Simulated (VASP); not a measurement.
# AlN (Fm-3m) in VASP: further runs, part 2 of 2

VASP 6.6.1.

### Step 3. Single point, HSE06

This run uses another cell than the first one, of 8.42 Å³/atom.

File POSCAR:

```
AlN
1.0
    0.0000000000      2.0345180000      2.0345180000
    2.0345180000      0.0000000000      2.0345180000
    2.0345180000      2.0345180000      0.0000000000
Al N
1 1
Direct
    0.5000000000      0.5000000000      0.5000000000
    0.0000000000      0.0000000000      0.0000000000
```

File INCAR.step1:

```
SYSTEM = AlN
  PREC = Accurate
  ENCUT = 520
  EDIFF = 1E-5
  ISMEAR = -1
  SIGMA = 0.05
  LREAL = .False.
  LASPH = .True.
  NELM = 100
  ALGO = Normal
  ISIF = 2
  LWAVE = .True.
  LCHARG = .False.
  GGA = PE
  NBANDS = 11
```

File INCAR.step2:

```
SYSTEM = AlN
  PREC = Accurate
  ENCUT = 520
  EDIFF = 1E-6
  ISMEAR = -1
  SIGMA = 0.05
  LREAL = .False.
  LASPH = .True.
  NELM = 100
  ALGO = Normal
  ISIF = 2
  LWAVE = .False.
  LCHARG = .False.
  GGA = PE
  LHFCALC = .True.
  HFSCREEN = 0.2079
  PRECFOCK = Normal
  ISTART = 1
  NBANDS = 11
```

File KPOINTS:

```
Automatic mesh
0
Gamma
  8 8 8
  0 0 0
```

Potentials or basis: VASP PAW PBE potentials, release 64 (Al, N).

Started as:

```
$ cat potpaw_PBE.64/Al/POTCAR potpaw_PBE.64/N/POTCAR > POTCAR
$ cp INCAR.step1 INCAR
$ mpirun -np 1 vasp_std > vasp.out
$ cp INCAR.step2 INCAR
$ mpirun -np 1 vasp_std > vasp.out
```

OUTCAR:

```text
SYSTEM = AlN
   PREC = Accurate
   ENCUT = 520
   EDIFF = 1E-6
   ISMEAR = -1
   LREAL = .False.
   LASPH = .True.
   NELM = 100
   ISIF = 2
   GGA = PE
   LHFCALC = .True.
   HFSCREEN = 0.2079
   PRECFOCK = Normal
   ISTART = 1

 ion  position               nearest neighbor table
   1  0.500  0.500  0.500-   2 2.03   2 2.03   2 2.03   2 2.03   2 2.03   2 2.03
   2  0.000  0.000  0.000-   1 2.03   1 2.03   1 2.03   1 2.03   1 2.03   1 2.03

  LATTYP: Found a face centered cubic cell.
[... 535 lines left out ...]
------------------------ aborting loop because EDIFF is reached ----------------------------------------

  FORCE on cell =-STRESS in cart. coord.  units (eV):
  Direction    XX          YY          ZZ          XY          YZ          ZX
  --------------------------------------------------------------------------------------
  -------------------------------------------------------------------------------------
  Total       -0.7922881     -0.7922881     -0.7922881      0.0000000      0.0000000     -0.0000000
  in kB      -75.3666293    -75.3666293    -75.3666293      0.0000000      0.0000000     -0.0000000
  external PRESSURE =     -75.3666293 kB  Pullay stress =       0.0000000 kB

 VOLUME and BASIS-vectors are now :
 -----------------------------------------------------------------------------
  energy-cutoff  :      520.00
  volume of cell :       16.84
      direct lattice vectors                 reciprocal lattice vectors
     0.000000000  2.034518000  2.034518000    -0.245758455  0.245758455  0.245758455
     2.034518000  0.000000000  2.034518000     0.245758455 -0.245758455  0.245758455
     2.034518000  2.034518000  0.000000000     0.245758455  0.245758455 -0.245758455

 POSITION                                       TOTAL-FORCE (eV/Angst)
 -----------------------------------------------------------------------------------
      2.03452      2.03452      2.03452         0.000000     -0.000000      0.000000
      0.00000      0.00000      0.00000        -0.000000      0.000000     -0.000000
 -----------------------------------------------------------------------------------
    total drift:                                0.000000      0.000000      0.000000

  FREE ENERGIE OF THE ION-ELECTRON SYSTEM (eV)
  ---------------------------------------------------
  free  energy   TOTEN  =       -17.1232384381 eV

  energy  without entropy=      -17.1232384381  energy(sigma->0) =      -17.12323844
```

OSZICAR.step1:

```text
N       E                     dE             d eps       ncg     rms          rms(c)
DAV:   1     0.714987209140E+01    0.71499E+01   -0.39113E+03   670   0.664E+02
DAV:   2    -0.155816978294E+02   -0.22732E+02   -0.21926E+02   780   0.124E+02
DAV:   3    -0.162718884229E+02   -0.69019E+00   -0.68826E+00   778   0.186E+01
DAV:   4    -0.162741131285E+02   -0.22247E-02   -0.22246E-02   710   0.117E+00
DAV:   5    -0.162741303985E+02   -0.17270E-04   -0.17270E-04   763   0.106E-01    0.753E+00
DAV:   6    -0.145641523507E+02    0.17100E+01   -0.75639E+00   695   0.145E+01    0.264E+00
DAV:   7    -0.145515371965E+02    0.12615E-01   -0.17161E-01   707   0.306E+00    0.176E+00
DAV:   8    -0.145458332225E+02    0.57040E-02   -0.16236E-02   680   0.111E+00    0.336E-01
DAV:   9    -0.145454686420E+02    0.36458E-03   -0.15296E-03   737   0.232E-01    0.149E-01
DAV:  10    -0.145455291347E+02   -0.60493E-04   -0.14100E-04   698   0.873E-02    0.405E-02
DAV:  11    -0.145455235493E+02    0.55854E-05   -0.17024E-05   382   0.234E-02
   1 F= -.14545524E+02 E0= -.14545524E+02  d E =-.522098E-11
```

It took 29 min on 1 thread of Intel Xeon Platinum 8259CL at 2.50GHz (Skylake/Cascade Lake), shared host; peak memory 0.25 GiB.

Results:

| Quantity | Value |
| --- | --- |
| Free energy | -17.1232 eV |
| Pressure | -7.5 GPa |
| Band gap on the k mesh | 5.77 eV (least direct gap 6.90 eV) |

Levels at points of the mesh, in eV from the valence-band top:
| k point | band 1 | band 2 | band 3 | band 4 | band 5 | band 6 | band 7 | band 8 | band 9 |
| --- | --- | --- | --- | --- | --- | --- | --- | --- | --- |
| (0.00, 0.00, 0.00) | -19.04 | 0.00 | 0.00 | 0.00 | 6.90 | 13.73 | 13.73 | 13.73 | 18.86 |
| (0.50, 0.00, 0.00) | -15.65 | -8.87 | -1.12 | -1.12 | 7.40 | 12.42 | 12.42 | 15.21 | 17.79 |
| (0.50, 0.50, 0.00) | -14.62 | -7.88 | -3.00 | -3.00 | 5.77 | 6.64 | 15.99 | 19.16 | 19.16 |

Caveat: the cell stands under tension; the PAW data sets were made with another functional, which shifts forces and pressure a little. A k mesh can miss the band edges.

### Step 4. Single point, PBE-based screened hybrid with 40 % exact exchange

This run uses another cell than the first one, of 8.42 Å³/atom.

POSCAR is that of step 3.

INCAR.step1: that of step 3 with these lines changed.

```diff
@@ -8,3 +8,3 @@
   LASPH = .True.
-  NELM = 100
+  NELM = 60
   ALGO = Normal
@@ -12,3 +12,2 @@
   LWAVE = .True.
-  LCHARG = .False.
   GGA = PE
```

File INCAR.step2:

```
SYSTEM = AlN
  PREC = Accurate
  ENCUT = 520
  EDIFF = 1E-7
  ISMEAR = -1
  SIGMA = 0.05
  LREAL = .False.
  LASPH = .True.
  NELM = 60
  ALGO = Normal
  ISIF = 2
  LWAVE = .False.
  LCHARG = .True.
  GGA = PE
  LHFCALC = .True.
  AEXX = 0.4
  HFSCREEN = 0.2
  PRECFOCK = Normal
  LELF = .True.
  LVHAR = .True.
  ISTART = 1
  NBANDS = 11
```

File KPOINTS:

```
regular mesh
0
Gamma
  6 6 6
  0 0 0
```

Potentials or basis: VASP PAW PBE potentials, release 64 (Al, N).

Started as:

```
$ cat potpaw_PBE.64/Al/POTCAR potpaw_PBE.64/N/POTCAR > POTCAR
$ cp INCAR.step1 INCAR
$ mpirun -np 1 vasp_std > vasp.out
$ cp INCAR.step2 INCAR
$ mpirun -np 1 vasp_std > vasp.out
```

OUTCAR:

```text
SYSTEM = AlN
   PREC = Accurate
   ENCUT = 520
   EDIFF = 1E-7
   ISMEAR = -1
   LREAL = .False.
   LASPH = .True.
   NELM = 60
   ISIF = 2
   GGA = PE
   LHFCALC = .True.
   AEXX = 0.4
   HFSCREEN = 0.2
   PRECFOCK = Normal
   ISTART = 1

 ion  position               nearest neighbor table
   1  0.500  0.500  0.500-   2 2.03   2 2.03   2 2.03   2 2.03   2 2.03   2 2.03
   2  0.000  0.000  0.000-   1 2.03   1 2.03   1 2.03   1 2.03   1 2.03   1 2.03

  LATTYP: Found a face centered cubic cell.
[... 413 lines left out ...]

  FORCE on cell =-STRESS in cart. coord.  units (eV):
  Direction    XX          YY          ZZ          XY          YZ          ZX
  --------------------------------------------------------------------------------------
  -------------------------------------------------------------------------------------
  Total       -1.2589119     -1.2589119     -1.2589119      0.0000000      0.0000000      0.0000000
  in kB     -119.7543567   -119.7543567   -119.7543567      0.0000000      0.0000000      0.0000000
  external PRESSURE =    -119.7543567 kB  Pullay stress =       0.0000000 kB

 VOLUME and BASIS-vectors are now :
 -----------------------------------------------------------------------------
  energy-cutoff  :      520.00
  volume of cell :       16.84
      direct lattice vectors                 reciprocal lattice vectors
     0.000000000  2.034518000  2.034518000    -0.245758455  0.245758455  0.245758455
     2.034518000  0.000000000  2.034518000     0.245758455 -0.245758455  0.245758455
     2.034518000  2.034518000  0.000000000     0.245758455  0.245758455 -0.245758455

 POSITION                                       TOTAL-FORCE (eV/Angst)
 -----------------------------------------------------------------------------------
      2.03452      2.03452      2.03452         0.000000      0.000000      0.000000
      0.00000      0.00000      0.00000        -0.000000     -0.000000      0.000000
 -----------------------------------------------------------------------------------
    total drift:                               -0.000000     -0.000000     -0.000000

  FREE ENERGIE OF THE ION-ELECTRON SYSTEM (eV)
  ---------------------------------------------------
  free  energy   TOTEN  =       -18.7763850567 eV

  energy  without entropy=      -18.7763850567  energy(sigma->0) =      -18.77638506
```

Wall time 6 min (1 thread of Intel Xeon Platinum 8375C at 2.90GHz (Ice Lake), shared host); peak memory 0.24 GiB.

What came out:

```
Free energy            : -18.7764 eV
Pressure               : -12.0 GPa
Band gap on the k mesh : 6.61 eV (least direct gap 7.85 eV)
```

Caveat: the k points lie up to 0.45 Å⁻¹ apart; the PAW data sets were made with another functional, which shifts forces and pressure a little. A k mesh can miss the band edges.

### Step 5. Single point, PBE

This run uses another cell than the first one, of 8.42 Å³/atom.

File INCAR:

```
SYSTEM = AlN
ALGO = Normal
EDIFF = 1E-6
ENCUT = 520
GGA = PE
ISIF = 2
ISMEAR = -1
LASPH = .True.
LCHARG = .True.
LELF = .True.
LREAL = .False.
LVHAR = .True.
LWAVE = .False.
NBANDS = 11
NELM = 100
PREC = Accurate
SIGMA = 0.05
```

File KPOINTS:

```
k-points
0
Gamma
  8 8 8
  0 0 0
```

POSCAR is that of step 4.

Started as:

```
$ cat potpaw_PBE.64/Al/POTCAR potpaw_PBE.64/N/POTCAR > POTCAR
$ mpirun -np 1 vasp_std > vasp.out
```

It took 2.6 s on 1 thread of Intel Xeon 6975P-C (Granite Rapids), shared host; peak memory 0.13 GiB.

It converged, with:

```yaml
Free_energy: -14.5455 eV
Pressure: 0.0 GPa
Band_gap_on_the_k_mesh: 4.42 eV (least direct gap 5.41 eV)
```

Levels at points of the mesh, in eV from the valence-band top:
| k point | band 2 | band 3 | band 4 | band 5 | band 6 | band 7 |
| --- | --- | --- | --- | --- | --- | --- |
| (0.00, 0.00, 0.00) | 0.00 | 0.00 | 0.00 | 5.41 | 12.10 | 12.10 |
| (0.50, 0.00, 0.00) | -8.18 | -1.04 | -1.04 | 6.01 | 10.85 | 10.85 |
| (0.50, 0.50, 0.00) | -7.25 | -2.75 | -2.75 | 4.42 | 5.33 | 13.82 |

### Step 6. Summary

| level | cell | k mesh | grid for exact exchange (PRECFOCK) | share of exact exchange | screening parameter | gap on the mesh (eV) | pressure (GPa) |
| --- | --- | --- | --- | --- | --- | --- | --- |
| HSE06 | a = 2.934 Å, angles 60.0°, 2 atoms | 6 × 6 × 6 | Normal | 0.25 | 0.2079 1/Å | 5.18 | -20.5 |
| HSE06 | a = 2.877 Å, angles 60.0°, 2 atoms | 8 × 8 × 8 | Normal | 0.25 | 0.2079 1/Å | 5.77 | -7.5 |
| PBE-based screened hybrid with 40 % exact exchange | a = 2.877 Å, angles 60.0°, 2 atoms | 6 × 6 × 6 | Normal | 0.4 | 0.2 1/Å | 6.61 | -12.0 |
| PBE | a = 2.877 Å, angles 60.0°, 2 atoms | 8 × 8 × 8 | - | - | - | 4.42 | 0.0 |

Alike in all rows: task single point; potentials or basis VASP PAW PBE potentials, release 64 (Al, N); no spin polarisation; cutoff (eV) 520; smearing fermi-dirac 0.05 eV.

Caveats: some runs use coarse meshes; the PAW data sets were made with another functional, which shifts forces and pressure a little (at least some runs); the cell stands under tension (at least some runs).

Absolute energies hang on the potentials; compare differences alone.
